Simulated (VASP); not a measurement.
Runs of VASP 6.6.1 on SnSe. The structure is that of space group Fm-3m (No. 225), or close to it. The cells are those of the table. 

| task | level | potentials or basis | cell | k mesh | cutoff (eV) | gap on the mesh (eV) | pressure (GPa) | relaxed volume (Å³/atom) |
| --- | --- | --- | --- | --- | --- | --- | --- | --- |
| single point | r2SCAN | VASP PAW PBE potentials, release 64 (Sn_d, Se) | a = 4.246 Å, angles 60.0°, 2 atoms | 6 × 6 × 6 | 520 | 0.49 | 0.0 | - |
| relaxation of cell and atoms | PBEsol | VASP PAW PBE potentials, release 64 (Sn_d, Se) | relaxed from a = 4.282 Å, angles 60.0°, 2 atoms | 6 × 6 × 6 | 600 | 0.84 | 0.0 | 26.13 |
| single point | LDA | VASP PAW LDA potentials, release 64 (Sn_d, Se) | a = 4.159 Å, angles 60.0°, 2 atoms | 6 × 6 × 6 | 520 | 0.94 | (c) | - |
| single point | PBE | VASP PAW PBE potentials, release 64 (Sn_d, Se) | a = 4.282 Å, angles 60.0°, 2 atoms | 8 × 8 × 8 | 520 | (b) | 0.0 | - |
| single point | PBE | VASP PAW PBE potentials, release 64 (Sn_d, Se) | a = 4.246 Å, angles 60.0°, 2 atoms | 8 × 8 × 8 | 520 | 0.62 | 1.3 | - |
| single point | r2SCAN | VASP PAW PBE potentials, release 64 (Sn_d, Se) | a = 4.246 Å, angles 60.0°, 2 atoms | 8 × 8 × 8 | 520 | 0.49 | (a) | - |
| relaxation of cell and atoms | LDA | VASP PAW LDA potentials, release 64 (Sn_d, Se) | relaxed from a = 4.282 Å, angles 60.0°, 2 atoms | 6 × 6 × 6 | 600 | 0.93 | 0.0 | 25.48 |
| single point | LDA | VASP PAW LDA potentials, release 64 (Sn_d, Se) | a = 4.246 Å, angles 60.0°, 2 atoms | 8 × 8 × 8 | 520 | 0.66 | -2.9 | - |

Alike in all rows: no spin polarisation; smearing fermi-dirac 0.02 eV.

Problem. Estimate the missing entries.

Solution. (a) 0.3; (b) 0.50; (c) 0.1.

Caveats: spin-orbit coupling is left out, which moves the levels of the heavy elements; the PAW data sets were made with another functional, which shifts forces and pressure a little (some runs).

A k mesh can miss the band edges, and the runs leave out spin-orbit coupling on Se, Sn.
